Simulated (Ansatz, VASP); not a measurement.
## HfC: VASP beside Ansatz

The input POSCAR:

```
HfC
1.0
    0.0000000000      2.3250000000      2.3250000000
    2.3250000000      0.0000000000      2.3250000000
    2.3250000000      2.3250000000      0.0000000000
Hf C
1 1
Direct
    0.5000000000      0.5000000000      0.5000000000
    0.0000000000      0.0000000000      0.0000000000
```

The input INCAR.step1:

```
PREC = Accurate
ENCUT = 520
ISMEAR = -1
SIGMA = 0.05
LREAL = False
LASPH = True
NELM = 60
NBANDS = 14
GGA = PE
ALGO = Normal
EDIFF = 1E-4
LWAVE = True
LCHARG = False
```

INCAR.step2

```
PREC = Accurate
ENCUT = 520
EDIFF = 1E-8
ISMEAR = -1
SIGMA = 0.05
LREAL = False
LASPH = True
NELM = 60
ALGO = Normal
ISIF = 2
LWAVE = False
LCHARG = False
METAGGA = R2SCAN
LMIXTAU = True
LEFG = True
NBANDS = 14
ISTART = 1
```

Contents of KPOINTS:

```
Automatic mesh
0
Gamma
  12 12 12
```

Input for Ansatz:

```yaml
crystal:
  lattice:
    - [0.0, 2.325, 2.325]
    - [2.325, 0.0, 2.325]
    - [2.325, 2.325, 0.0]
  atoms:
    - { symbol: Hf, position: [0.5, 0.5, 0.5] }
    - { symbol: C, position: [0.0, 0.0, 0.0] }
kpoints:
  mp_grid: { grid: [12, 12, 12] }
  band_path:
    path:
      - [0.0, 0.0, 0.0]
      - [0.5, 0.0, 0.5]
      - [0.625, 0.25, 0.625]
      - [0.375, 0.375, 0.75]
      - [0.0, 0.0, 0.0]
      - [0.5, 0.5, 0.5]
      - [0.5, 0.25, 0.75]
      - [0.5, 0.0, 0.5]
    npoints: 5
scf:
  occupations: { method: fermi_dirac, width: 0.05 }
hamiltonian:
  xc: r2scan
  pseudopotentials: { kind: paw }
output:
  forces: true
  stress: true
  eigenvalues: true
  efg: { contact_densities: true }
```

Alike in both runs: task electric field gradients; functional r2SCAN; k mesh 12 × 12 × 12; occupations fermi-dirac, width 0.05 eV; no spin polarisation.

```csv
,VASP,Ansatz
version,VASP 6.6.1,Ansatz 0.2.0
potentials or method,"VASP PAW PBE potentials, release 64 (Hf_pv, C)","PAW with Ansatz's default frozen-core files, scalar-relativistic"
plane-wave cutoff (eV),520,500
valence electrons in the cell,14,30
```

Ansatz gave:

```
pressure (GPa) : -1.5
```

What did VASP give for the same quantities?

Pressure (GPa): -2.5.

VASP's potentials were made for PBE, not for r2SCAN. VASP's potentials hold 14 valence electrons a cell and Ansatz's 30, so a difference there can come from the potentials and not from the codes.

Spin-orbit coupling is off throughout.
